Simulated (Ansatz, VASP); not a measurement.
Two plane-wave programs on GaN

File INCAR:

```
PREC     = Accurate       # precision mode
ENCUT    = 520            # plane-wave cutoff, eV
EDIFF    = 1E-7           # SCF threshold, eV
ISMEAR   = 0              # smearing method
SIGMA    = 0.01           # smearing width, eV
LREAL    = False          # projectors in reciprocal space
LASPH    = True           # aspherical terms in the spheres
NELM     = 60             # most SCF steps
ALGO     = Normal         # electronic algorithm
ISIF     = 2              # what is computed and relaxed
LWAVE    = False          # write WAVECAR
LCHARG   = False          # write CHGCAR
GGA      = PE             # functional
NBANDS   = 16             # bands
```

KPOINTS

```
Automatic mesh
0
Gamma
  8 8 8
```

The input POSCAR:

```
GaN
1.0
    0.0000000000      2.2742071940      2.2742071940
    2.2742071940      0.0000000000      2.2742071940
    2.2742071940      2.2742071940      0.0000000000
Ga N
1 1
Direct
    0.0000000000      0.0000000000      0.0000000000
    0.7500000000      0.7500000000      0.7500000000
```

Input for Ansatz:

```yaml
crystal:
  lattice:
    - [0.0, 2.274207194, 2.274207194]
    - [2.274207194, 0.0, 2.274207194]
    - [2.274207194, 2.274207194, 0.0]
  atoms:
    - { symbol: Ga, position: [0.0, 0.0, 0.0] }
    - { symbol: "N", position: [0.75, 0.75, 0.75] }
kpoints:
  mp_grid: { grid: [8, 8, 8] }
hamiltonian:
  xc: pbe
scf:
  occupations: { method: fixed }
  n_extra_bands: 4
output:
  forces: true
  stress: true
  eigenvalues: true
```

Alike in both runs: task single point; functional PBE; k mesh 8 × 8 × 8; no spin polarisation.

|  | VASP | Ansatz |
| --- | --- | --- |
| version | VASP 6.6.1 | Ansatz 0.2.0 |
| potentials or method | VASP PAW PBE potentials, release 64 (Ga_d, N) | plane waves, PAW |
| plane-wave cutoff (eV) | 520 | 420 |
| occupations | gaussian, width 0.01 eV | fixed |
| valence electrons in the cell | 18 | 18 |

```tsv
	VASP	Ansatz	Ansatz less VASP
gap on the k mesh at the Fermi level (eV)	1.55	1.54	-0.006
pressure (GPa)	0.1	0.0	-0.08
```
